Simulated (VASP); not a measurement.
# Al (P6_3/mmc) in VASP: notebook, part 2 of 2

VASP 6.6.1. Earlier steps stand in the parts before.

## 4. Single point, LDA

This run uses another cell than the first one, of 13.65 Å³/atom, 1.011 times its volume.

Contents of INCAR:

```
SYSTEM = Al
PREC = Accurate
ENCUT = 520
EDIFF = 1E-7
ISMEAR = 0
SIGMA = 0.15
LREAL = .False.
LASPH = .True.
NELM = 80
ALGO = Normal
ISIF = 2
LWAVE = .False.
LCHARG = .False.
NBANDS = 10
```

Contents of KPOINTS:

```
Automatic mesh
0
Gamma
  18 18 10
  0 0 0
```

Contents of POSCAR:

```
Al
1.0
    2.7044000000      0.0000000000      0.0000000000
   -1.3522000000      2.3420791020      0.0000000000
    0.0000000000      0.0000000000      4.3113000000
Al
2
Direct
    0.6666666667      0.3333333333      0.7500000000
    0.3333333333      0.6666666667      0.2500000000
```

Launch:

```
cat potpaw_LDA.64/Al/POTCAR > POTCAR
mpirun -np 1 vasp_std > vasp.out
```

Run time: 42 s. Hardware: 1 thread of AMD EPYC 7R13 (Zen 3), shared host; peak memory 0.12 GiB.

It converged, with:

```
Free energy            : -8.0903 eV
Pressure               : 17.8 GPa
Band gap on the k mesh : zero (band 3 reaches 14.82 eV, above the bottom of band 4 at 6.40 eV)
```

Stress tensor (GPa, compression positive):
```
16.42  0.00  0.00
 0.00 16.42  0.00
 0.00  0.00 20.48
```

Levels at points of the mesh, in eV from the Fermi level:
| k point | band 1 | band 2 | band 3 | band 4 | band 5 | band 6 | band 7 |
| --- | --- | --- | --- | --- | --- | --- | --- |
| (0.00, 0.00, 0.00) | -12.47 | -5.16 | -4.35 | 11.66 | 11.66 | 11.67 | 11.67 |
| (0.50, 0.00, 0.00) | -5.96 | -5.94 | 0.64 | 1.34 | 1.74 | 2.30 | 6.17 |
| (0.00, 0.00, 0.50) | -10.50 | -10.50 | 4.33 | 4.33 | 12.60 | 12.60 | 12.60 |
| (0.50, 0.00, 0.50) | -4.54 | -4.54 | -3.50 | -3.50 | 7.78 | 7.78 | 8.05 |

## 5. Single point, LDA

This run uses another cell than the first one, of 13.73 Å³/atom, 1.017 times its volume.

Contents of INCAR:

```
SYSTEM = Al
ALGO = Normal
EDIFF = 1E-6
ENCUT = 520
GGA = CA
ISIF = 2
ISMEAR = 0
LASPH = .True.
LCHARG = .False.
LREAL = .False.
LWAVE = .False.
NBANDS = 10
NELM = 100
PREC = Accurate
SIGMA = 0.15
```

Contents of KPOINTS:

```
k-points
0
Gamma
  18 18 10
  0 0 0
```

Contents of POSCAR:

```
Al
1.0
    2.6553000000      0.0000000000      0.0000000000
   -1.3276500000      2.2995572547      0.0000000000
    0.0000000000      0.0000000000      4.4988000000
Al
2
Direct
    0.6666666667      0.3333333333      0.7500000000
    0.3333333333      0.6666666667      0.2500000000
```

Potentials or basis: VASP PAW LDA potentials, release 64 (Al).

Launch:

```
cat potpaw_LDA.64/Al/POTCAR > POTCAR
mpirun -np 1 vasp_std > vasp.out
```

OUTCAR:

```text
SYSTEM = Al
   EDIFF = 1E-6
   ENCUT = 520
   GGA = CA
   ISIF = 2
   ISMEAR = 0
   LASPH = .True.
   LREAL = .False.
   NELM = 100
   PREC = Accurate

 ion  position               nearest neighbor table
   1  0.667  0.333  0.750-   2 2.72   2 2.72   2 2.72   2 2.72   2 2.72   2 2.72
   2  0.333  0.667  0.250-   1 2.72   1 2.72   1 2.72   1 2.72   1 2.72   1 2.72

  LATTYP: Found a hexagonal cell.
 ALAT       =     2.6553000000
 C/A-ratio  =     1.6942718337

  Lattice vectors:

 A1 = (   2.6553000000,   0.0000000000,   0.0000000000)
 A2 = (  -1.3276500000,   2.2995572547,   0.0000000000)
 A3 = (   0.0000000000,   0.0000000000,   4.4988000000)

Analysis of symmetry for initial positions (statically):
=====================================================================
 Subroutine PRICEL returns:
 Original cell was already a primitive cell.

 Routine SETGRP: Setting up the symmetry group for a
 hexagonal supercell.

 Subroutine GETGRP returns: Found 24 space group operations
 (whereof 12 operations were pure point group operations)
 out of a pool of 24 trial point group operations.

The static configuration has the point symmetry D_3d.
[... 173 lines left out ...]
      1      -2.5927      2.00000
      2       4.3041      2.00000
      3       4.6928      2.00000
      4      22.2683      0.00000
      5      22.3132      0.00000
      6      22.3132      0.00000
      7      22.5310      0.00000
      8      22.5310      0.00000
      9      25.0730      0.00000
     10      26.2599      0.00000
[... 287 lines left out ...]
 k-point    24 :       0.3889    0.1111    0.0000
  band No.  band energies     occupation
      1       3.0246      2.00000
      2       5.8760      2.00000
      3       9.5806      1.98660
      4      10.1911      0.00103
      5      12.2850      0.00000
      6      12.5135      0.00000
      7      14.8156      0.00000
      8      19.6910      0.00000
      9      20.4301      0.00000
     10      22.1103      0.00000

 [... further k-points ...]

------------------------ aborting loop because EDIFF is reached ----------------------------------------

  FORCE on cell =-STRESS in cart. coord.  units (eV):
  Direction    XX          YY          ZZ          XY          YZ          ZX
  --------------------------------------------------------------------------------------
  -------------------------------------------------------------------------------------
  Total        3.0772912      3.0772912      2.5817889      0.0000000      0.0000000      0.0000000
  in kB      179.4835555    179.4835555    150.5832961      0.0000000      0.0000000      0.0000000
  external PRESSURE =     169.8501357 kB  Pullay stress =       0.0000000 kB

 VOLUME and BASIS-vectors are now :
 -----------------------------------------------------------------------------
  energy-cutoff  :      520.00
  volume of cell :       27.47
      direct lattice vectors                 reciprocal lattice vectors
     2.655300000  0.000000000  0.000000000     0.376605280  0.217433160  0.000000000
    -1.327650000  2.299557255  0.000000000     0.000000000  0.434866320  0.000000000
     0.000000000  0.000000000  4.498800000     0.000000000  0.000000000  0.222281497

 POSITION                                       TOTAL-FORCE (eV/Angst)
 -----------------------------------------------------------------------------------
      1.32765      0.76652      3.37410        -0.000000     -0.000000      0.000000
     -0.00000      1.53304      1.12470         0.000000      0.000000      0.000000
 -----------------------------------------------------------------------------------
    total drift:                               -0.000000      0.000000     -0.000000

  FREE ENERGIE OF THE ION-ELECTRON SYSTEM (eV)
  ---------------------------------------------------
  free  energy   TOTEN  =        -8.1079809318 eV

  energy  without entropy=       -8.1000499447  energy(sigma->0) =       -8.10401544
```

OSZICAR:

```text
N       E                     dE             d eps       ncg     rms          rms(c)
DAV:   1    -0.703966500978E-01   -0.70397E-01   -0.24651E+03  4440   0.486E+02
DAV:   2    -0.802639802461E+01   -0.79560E+01   -0.76339E+01  5896   0.586E+01
DAV:   3    -0.818230439417E+01   -0.15591E+00   -0.15309E+00  5862   0.651E+00
DAV:   4    -0.818275608794E+01   -0.45169E-03   -0.45163E-03  5244   0.408E-01
DAV:   5    -0.818275809656E+01   -0.20086E-05   -0.20083E-05  5396   0.271E-02    0.248E+00
DAV:   6    -0.813724588257E+01    0.45512E-01   -0.35666E-03  4920   0.274E-01    0.137E+00
DAV:   7    -0.810830836041E+01    0.28938E-01   -0.82447E-03  4628   0.411E-01    0.222E-01
DAV:   8    -0.810798169551E+01    0.32666E-03   -0.17448E-04  5950   0.697E-02    0.151E-02
DAV:   9    -0.810798093176E+01    0.76374E-06   -0.67435E-07  4914   0.516E-03
   1 F= -.81079809E+01 E0= -.81040154E+01  d E =-.793099E-02
```

Wall time 43 s (1 thread of AMD EPYC 7R13 (Zen 3), shared host); peak memory 0.13 GiB.

Results:

| Property | Result |
| --- | --- |
| Free energy | -8.1080 eV |
| Pressure | 17.0 GPa |
| Band gap on the k mesh | zero (band 3 reaches 13.93 eV, above the bottom of band 4 at 6.48 eV) |

Stress tensor (GPa, compression positive):
```
17.95  0.00  0.00
 0.00 17.95  0.00
 0.00  0.00 15.06
```

## 6. Single point, LDA

This run uses another cell than the first one, of 13.78 Å³/atom, 1.020 times its volume.

Contents of INCAR:

```
PREC = Accurate
ENCUT = 520
EDIFF = 1E-7
ISMEAR = 0
SIGMA = 0.15
LREAL = False
LASPH = True
NELM = 100
ALGO = Normal
ISIF = 2
LWAVE = False
LCHARG = False
NBANDS = 10
```

Contents of KPOINTS:

```
Automatic mesh
0
Gamma
  18 18 10
```

Contents of POSCAR:

```
Al
1.0
    2.6063000000      0.0000000000      0.0000000000
   -1.3031500000      2.2571220099      0.0000000000
    0.0000000000      0.0000000000      4.6862330202
Al
2
Direct
    0.6666666667      0.3333333333      0.7500000000
    0.3333333333      0.6666666667      0.2500000000
```

Potentials or basis: VASP PAW LDA potentials, release 64 (Al).

Launch:

```
cat potpaw_LDA.64/Al/POTCAR > POTCAR
mpirun -np 1 vasp_std > vasp.out
```

It took 62 s on 1 thread of AMD EPYC 7R13 (Zen 3), shared host; peak memory 0.12 GiB.

Results (log left out):

- Free energy: -8.0630 eV
- Pressure: 17.9 GPa
- Band gap on the k mesh: zero (band 3 reaches 13.40 eV, above the bottom of band 4 at 6.61 eV)

Stress tensor (GPa, compression positive):
```
22.55  0.00  0.00
 0.00 22.55  0.00
 0.00  0.00  8.64
```

Levels at points of the mesh, in eV from the Fermi level:
| k point | band 1 | band 2 | band 3 | band 4 | band 5 | band 6 |
| --- | --- | --- | --- | --- | --- | --- |
| (0.00, 0.00, 0.00) | -12.37 | -5.85 | -5.80 | 11.22 | 13.04 | 13.31 |
| (0.50, 0.00, 0.00) | -5.48 | -5.30 | 0.60 | 0.63 | 1.20 | 1.57 |
| (0.00, 0.00, 0.50) | -10.70 | -10.70 | 1.96 | 1.96 | 14.08 | 14.08 |
| (0.50, 0.00, 0.50) | -4.30 | -4.30 | -3.15 | -3.15 | 7.61 | 7.61 |

## 7. Summary

| cell | gap on the mesh (eV) | pressure (GPa) |
| --- | --- | --- |
| a = 2.606, b = 2.606, c = 4.593 Å, angles 90.0, 90.0, 120.0°, 2 atoms | none | 20.4 |
| a = 2.655, b = 2.655, c = 4.405 Å, angles 90.0, 90.0, 120.0°, 2 atoms | none | 20.1 |
| a = 2.704, b = 2.704, c = 4.311 Å, angles 90.0, 90.0, 120.0°, 2 atoms | none | 17.8 |
| a = 2.655, b = 2.655, c = 4.499 Å, angles 90.0, 90.0, 120.0°, 2 atoms | none | 17.0 |
| a = 2.606, b = 2.606, c = 4.686 Å, angles 90.0, 90.0, 120.0°, 2 atoms | none | 17.9 |

Alike in all rows: task single point; level LDA; potentials or basis VASP PAW LDA potentials, release 64 (Al); no spin polarisation; k mesh 18 × 18 × 10; cutoff (eV) 520; smearing gaussian 0.15 eV.

Total energies depend on the potentials used, so only differences within one code and one set of settings carry meaning.
